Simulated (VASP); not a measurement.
# BN (P6_3mc) in VASP: further runs, part 2 of 2

VASP 6.6.1. Earlier steps stand in the parts before.

## Step 3: Single point, PBE (strain +0.0450 x Voigt [1, 1, 0, 0, 0, 0])

File INCAR:

```
SYSTEM = BN
ALGO     = Normal         ! electronic algorithm
EDIFF    = 1E-7           ! SCF threshold, eV
ENCUT    = 520            ! plane-wave cutoff, eV
GGA      = PE             ! functional
ISIF     = 2              ! what is computed and relaxed
ISMEAR   = 0              ! smearing method
LASPH    = .True.         ! aspherical terms in the spheres
LCHARG   = .True.         ! write CHGCAR
LELF     = .True.         ! ELF
LREAL    = .False.        ! projectors in reciprocal space
LVHAR    = .True.       
LWAVE    = .False.        ! write WAVECAR
NBANDS   = 16             ! bands
NELM     = 100            ! most SCF steps
PREC     = Accurate       ! precision mode
SIGMA    = 0.05           ! smearing width, eV
```

File KPOINTS:

```
k-points
0
Gamma
  12 12 6
  0 0 0
```

File POSCAR:

```
BN
1.0
    2.6695362005      0.0000000000      0.0000000000
   -1.3347681003      2.3118861660      0.0000000000
    0.0000000000      0.0000000000      4.2245145363
B N
2 2
Direct
    0.6666666667      0.3333333333      0.9998058548
    0.3333333333      0.6666666667      0.4998058548
    0.6666666667      0.3333333333      0.6251941452
    0.3333333333      0.6666666667      0.1251941452
```

Potentials or basis: VASP PAW PBE potentials, release 64 (B, N).

Started as:

```bash
$ cat potpaw_PBE.64/B/POTCAR potpaw_PBE.64/N/POTCAR > POTCAR
$ mpirun -np 1 vasp_std > vasp.out
```

OUTCAR:

```text
SYSTEM = BN
   EDIFF = 1E-7
   ENCUT = 520
   GGA = PE
   ISIF = 2
   ISMEAR = 0
   LASPH = .True.
   LREAL = .False.
   NELM = 100
   PREC = Accurate

 ion  position               nearest neighbor table
   1  0.667  0.333  1.000-   3 1.58   4 1.63   4 1.63   4 1.63
   2  0.333  0.667  0.500-   4 1.58   3 1.63   3 1.63   3 1.63
   3  0.667  0.333  0.625-   1 1.58   2 1.63   2 1.63   2 1.63
   4  0.333  0.667  0.125-   2 1.58   1 1.63   1 1.63   1 1.63

  LATTYP: Found a hexagonal cell.
 ALAT       =     2.6695362005
 C/A-ratio  =     1.5824900728

  Lattice vectors:

 A1 = (   2.6695362005,   0.0000000000,   0.0000000000)
 A2 = (  -1.3347681003,   2.3118861660,   0.0000000000)
 A3 = (   0.0000000000,   0.0000000000,   4.2245145363)

Analysis of symmetry for initial positions (statically):
=====================================================================
 Subroutine PRICEL returns:
 Original cell was already a primitive cell.

 Routine SETGRP: Setting up the symmetry group for a
 hexagonal supercell.

 Subroutine GETGRP returns: Found 12 space group operations
 (whereof  6 operations were pure point group operations)
 out of a pool of 24 trial point group operations.

The static configuration has the point symmetry C_3v.
 The point group associated with its full space group is C_6v.

Analysis of symmetry for dynamics (positions and initial velocities):
=====================================================================
 Subroutine PRICEL returns:
 Original cell was already a primitive cell.

 Routine SETGRP: Setting up the symmetry group for a
 hexagonal supercell.

 Subroutine GETGRP returns: Found 12 space group operations
 (whereof  6 operations were pure point group operations)
 out of a pool of 24 trial point group operations.

The dynamic configuration has the point symmetry C_3v.
 The point group associated with its full space group is C_6v.

[... 117 lines left out ...]
   ISMEAR =     0;   SIGMA  =   0.05  broadening in eV -4-tet -1-fermi 0-gaus
   EFERMI_NEDOS =   21; number of points for ismear=-14 and -15
   IALGO  =     38    algorithm
   IMIX   =      4    mixing-type and parameters
     AMIX     =   0.40;   BMIX     =  1.00
     AMIX_MAG =   1.60;   BMIX_MAG =  1.00
  volume/ion in A,a.u.               =       6.52        43.99
  Fermi-wavevector in a.u.,A,eV,Ry     =   1.391196  2.628980 26.333092  1.935428
  Thomas-Fermi vector in A             =   2.515059
   LORBIT       =      0    0 simple, 1 ext, 2 COOP (PROOUT), +10 PAW based schemes
   GGA     = PE    functional components
   LHFCALC =     F    Hartree Fock is set to
   AEXX    =    0.0000 exact exchange contribution
   IVDW    =     0    specifies the selected vdW correction
   LEPSILON=     F    determine dielectric tensor
   LRPA    =     F    only Hartree local field effects (RPA)
 non-spin polarized calculation
 Gauss-broadening in eV      SIGMA  =   0.05
  energy-cutoff  :      520.00
  volume of cell :       26.07
 maximum number of plane-waves:       732
 NGX is ok and might be reduce to    20
   NGX =  9   NGY =  9   NGZ = 15

 number of electron      15.9999995 magnetization

 Free energy of the ion-electron system (eV)
  ---------------------------------------------------
  ext. energy  EPLUGINS =         0.00000000
  ---------------------------------------------------
  free energy    TOTEN  =       -34.55444672 eV

  energy without entropy =      -34.55444672  energy(sigma->0) =      -34.55444672

 E-fermi :   6.6007     XC(G=0): -12.3278

 val. band max:        6.3641302429   @ k =   0.0000   0.0000   0.0000
 cond. band min:      11.8046178411   @ k =   0.3333   0.3333   0.0000
 fundamental gap:      5.4404875982
 Fermi energy:         6.6006712326

 k-point     1 :       0.0000    0.0000    0.0000
  band No.  band energies     occupation
      1     -12.9409      2.00000
      2      -8.8749      2.00000
      3      -3.5622      2.00000
      4       4.1291      2.00000
      5       4.1291      2.00000
      6       6.1849      2.00000
[... 433 lines left out ...]
      3      -1.8750      2.00000
      4      -0.3002      2.00000
      5       0.8886      2.00000
      6       2.2512      2.00000
[... 8 lines left out ...]
     15      21.1050      0.00000
     16      21.4191      0.00000

 [... further k-points ...]
[... 5 lines left out ...]
  --------------------------------------------------------------------------------------
  -------------------------------------------------------------------------------------
  Total       -6.1999303     -6.1999303     -0.7120314      0.0000000      0.0000000      0.0000000
  in kB     -380.9941583   -380.9941583    -43.7552982      0.0000000      0.0000000      0.0000000
  external PRESSURE =    -268.5812049 kB  Pullay stress =       0.0000000 kB

 VOLUME and BASIS-vectors are now :
 -----------------------------------------------------------------------------
  energy-cutoff  :      520.00
  volume of cell :       26.07
      direct lattice vectors                 reciprocal lattice vectors
     2.669536201  0.000000000  0.000000000     0.374596906  0.216273624  0.000000000
    -1.334768100  2.311886166  0.000000000     0.000000000  0.432547249  0.000000000
     0.000000000  0.000000000  4.224514536     0.000000000  0.000000000  0.236713590

 POSITION                                       TOTAL-FORCE (eV/Angst)
 -----------------------------------------------------------------------------------
      1.33477      0.77063      4.22369         0.000000      0.000000     -0.013184
     -0.00000      1.54126      2.11144        -0.000000      0.000000     -0.013184
      1.33477      0.77063      2.64114         0.000000      0.000000      0.013184
     -0.00000      1.54126      0.52888         0.000000      0.000000      0.013184
 -----------------------------------------------------------------------------------
    total drift:                               -0.000000     -0.000000     -0.000061

  FREE ENERGIE OF THE ION-ELECTRON SYSTEM (eV)
  ---------------------------------------------------
  free  energy   TOTEN  =       -34.5544467162 eV

  energy  without entropy=      -34.5544467162  energy(sigma->0) =      -34.55444672
```

It took 16 s on 1 thread of Intel Xeon 6975P-C (Granite Rapids), shared host; peak memory 0.14 GiB.

Results:

| Item | Value |
| --- | --- |
| Free energy | -34.5544 eV |
| Pressure | -26.9 GPa |
| Largest force | 0.013 eV/Å |
| Band gap on the k mesh | 5.44 eV, indirect (least direct gap 7.45 eV) |

Forces in eV/Å, atoms in the order of the input:
```
B    0.000  0.000 -0.013
B    0.000  0.000 -0.013
N    0.000  0.000  0.013
N    0.000  0.000  0.013
```

Caveat: the cell differs from its parent crystal (strain +0.0450 x Voigt [1, 1, 0, 0, 0, 0]).

## Step 4: Single point, PBE (strain +0.0525 x Voigt [1, 1, 0, 0, 0, 0])

File INCAR:

```
ALGO = Normal
EDIFF = 1E-6
ENCUT = 520
GGA = PE
ISIF = 2
ISMEAR = 0
LASPH = T
LCHARG = T
LELF = T
LREAL = F
LVHAR = T
LWAVE = F
NBANDS = 16
NELM = 80
PREC = Accurate
SIGMA = 0.05
```

File KPOINTS:

```
k-points
0
Gamma
  12 12 6
```

POSCAR, as its differences from that of step 3:

```diff
@@ -2,4 +2,4 @@
 1.0
-    2.6695362005      0.0000000000      0.0000000000
-   -1.3347681003      2.3118861660      0.0000000000
+    2.6886955512      0.0000000000      0.0000000000
+   -1.3443477756      2.3284786504      0.0000000000
     0.0000000000      0.0000000000      4.2245145363
```

Started as:

```bash
$ cat potpaw_PBE.64/B/POTCAR potpaw_PBE.64/N/POTCAR > POTCAR
$ mpirun -np 1 vasp_std > vasp.out
```

Wall time 17 s (1 thread of Intel Xeon 6975P-C (Granite Rapids), shared host); peak memory 0.14 GiB.

Results (log left out):

| Property | Result |
| --- | --- |
| Free energy | -34.4600 eV |
| Pressure | -30.3 GPa |
| Largest force | 0.034 eV/Å |
| Band gap on the k mesh | 5.47 eV, indirect (least direct gap 7.28 eV) |

Forces on the atoms (eV/Å):
```
B    0.000  0.000 -0.034
B    0.000  0.000 -0.034
N    0.000  0.000  0.034
N    0.000  0.000  0.034
```

Stress tensor (GPa, compression positive):
```
-42.89   0.00   0.00
  0.00 -42.89   0.00
  0.00   0.00  -5.02
```

Levels at points of the mesh, in eV from the valence-band top:
```csv
k point,band 6,band 7,band 8,band 9,band 10,band 11
"(0.00, 0.00, 0.00)",-0.18,0.00,0.00,7.28,7.47,7.47
"(0.50, 0.00, 0.00)",-4.71,-4.01,-1.70,5.81,7.85,9.66
"(0.00, 0.00, 0.50)",-1.26,-1.26,-1.26,7.73,7.73,9.03
"(0.50, 0.00, 0.50)",-3.46,-3.00,-3.00,6.20,6.20,9.63
```

Caveat: the cell differs from its parent crystal (strain +0.0525 x Voigt [1, 1, 0, 0, 0, 0]).

## Step 5: Single point, PBE (strain +0.0600 x Voigt [1, 1, 0, 0, 0, 0])

File INCAR:

```
SYSTEM = BN
PREC     = Accurate       ! precision mode
ENCUT    = 520            ! plane-wave cutoff, eV
EDIFF    = 1E-6           ! SCF threshold, eV
ISMEAR   = 0              ! smearing method
SIGMA    = 0.05           ! smearing width, eV
LREAL    = .FALSE.        ! projectors in reciprocal space
LASPH    = .TRUE.         ! aspherical terms in the spheres
NELM     = 80             ! most SCF steps
ALGO     = Normal         ! electronic algorithm
ISIF     = 2              ! what is computed and relaxed
LWAVE    = .FALSE.        ! write WAVECAR
LCHARG   = .FALSE.        ! write CHGCAR
GGA      = PE             ! functional
NBANDS   = 16             ! bands
```

File KPOINTS:

```
regular mesh
0
G
  12 12 6
  0 0 0
```

POSCAR, as its differences from that of step 4:

```diff
@@ -2,4 +2,4 @@
 1.0
-    2.6886955512      0.0000000000      0.0000000000
-   -1.3443477756      2.3284786504      0.0000000000
+    2.7078549020      0.0000000000      0.0000000000
+   -1.3539274510      2.3450711349      0.0000000000
     0.0000000000      0.0000000000      4.2245145363
```

Started as:

```bash
$ cat potpaw_PBE.64/B/POTCAR potpaw_PBE.64/N/POTCAR > POTCAR
$ mpirun -np 1 vasp_std > vasp.out
```

Wall time 15 s (1 thread of Intel Xeon 6975P-C (Granite Rapids), shared host); peak memory 0.14 GiB.

It converged, with:

* Free energy: -34.3541 eV
* Pressure: -33.4 GPa
* Largest force: 0.058 eV/Å
* Band gap on the k mesh: 5.49 eV, indirect (least direct gap 7.00 eV)

Forces in eV/Å, atoms in the order of the input:
```
B    0.000  0.000 -0.058
B    0.000  0.000 -0.058
N    0.000  0.000  0.058
N    0.000  0.000  0.058
```

Stress tensor (GPa, compression positive):
```
-47.29   0.00   0.00
  0.00 -47.29   0.00
  0.00   0.00  -5.65
```

Levels at points of the mesh, in eV from the valence-band top:
```csv
k point,band 4,band 5,band 6,band 7,band 8,band 9,band 10,band 11,band 12,band 13
"(0.00, 0.00, 0.00)",-2.28,-2.28,-0.19,0.00,0.00,7.00,7.36,7.36,8.34,9.62
"(0.50, 0.00, 0.00)",-6.66,-6.32,-4.69,-3.97,-1.65,5.68,7.82,9.54,10.08,12.99
"(0.00, 0.00, 0.50)",-4.80,-1.27,-1.27,-1.27,-1.27,7.50,7.50,8.91,8.91,8.91
"(0.50, 0.00, 0.50)",-9.02,-3.42,-3.42,-2.94,-2.94,6.13,6.13,9.59,9.59,12.95
```

Caveat: the cell differs from its parent crystal (strain +0.0600 x Voigt [1, 1, 0, 0, 0, 0]). A k mesh can miss the band edges.

## Step 6: Overview

```csv
cell,gap on the mesh (eV),pressure (GPa),largest force (eV/Å)
"a = 2.631, b = 2.631, c = 4.225 Å, angles 90.0, 90.0, 120.0°, 4 atoms",5.38,-19.2,0.01
"a = 2.670, b = 2.670, c = 4.225 Å, angles 90.0, 90.0, 120.0°, 4 atoms",5.44,-26.9,0.01
"a = 2.689, b = 2.689, c = 4.225 Å, angles 90.0, 90.0, 120.0°, 4 atoms",5.47,-30.3,0.03
"a = 2.708, b = 2.708, c = 4.225 Å, angles 90.0, 90.0, 120.0°, 4 atoms",5.49,-33.4,0.06
```

Alike in all rows: task single point; level PBE; potentials or basis VASP PAW PBE potentials, release 64 (B, N); no spin polarisation; k mesh 12 × 12 × 6; cutoff (eV) 520; smearing gaussian 0.05 eV.

Absolute energies hang on the potentials; compare differences alone.
